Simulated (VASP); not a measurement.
A run of VASP 6.6.1:

The input INCAR:

```
  PREC = Accurate
  ENCUT = 520
  EDIFF = 1E-7
  ISMEAR = -1
  SIGMA = 0.05
  LREAL = False
  LASPH = True
  NELM = 150
  ALGO = Fast
  ISIF = 2
  LWAVE = False
  LCHARG = True
  ISPIN = 2
  MAGMOM = 1 1
  LORBIT = 11
  LMAXMIX = 6
  GGA = CA
  LELF = True
  LVHAR = True
  NBANDS = 35
```

The input KPOINTS:

```
Automatic mesh
0
Gamma
  6 6 3
```

File POSCAR:

```
Yb
1.0
    3.8799000000      0.0000000000      0.0000000000
   -1.9399500000      3.3600919641      0.0000000000
    0.0000000000      0.0000000000      6.3859000000
Yb
2
Direct
    0.6666666667      0.3333333333      0.7500000000
    0.3333333333      0.6666666667      0.2500000000
```

Potentials or basis: VASP PAW PBE potentials, release 64 (Yb).

Launch:

```console
$ cat potpaw_PBE.64/Yb/POTCAR > POTCAR
$ mpirun -np 1 vasp_std > vasp.out
```

Hardware: 1 thread of Intel(R) Xeon(R) 6975P-C (Granite Rapids) (shared host).

Q: How long does it take, and how much memory?

A: It took 6.4 min on 1 thread of Intel(R) Xeon(R) 6975P-C (Granite Rapids), on a shared host, peak memory 0.22 GiB. Counts: scf iterations 111, k points 14.
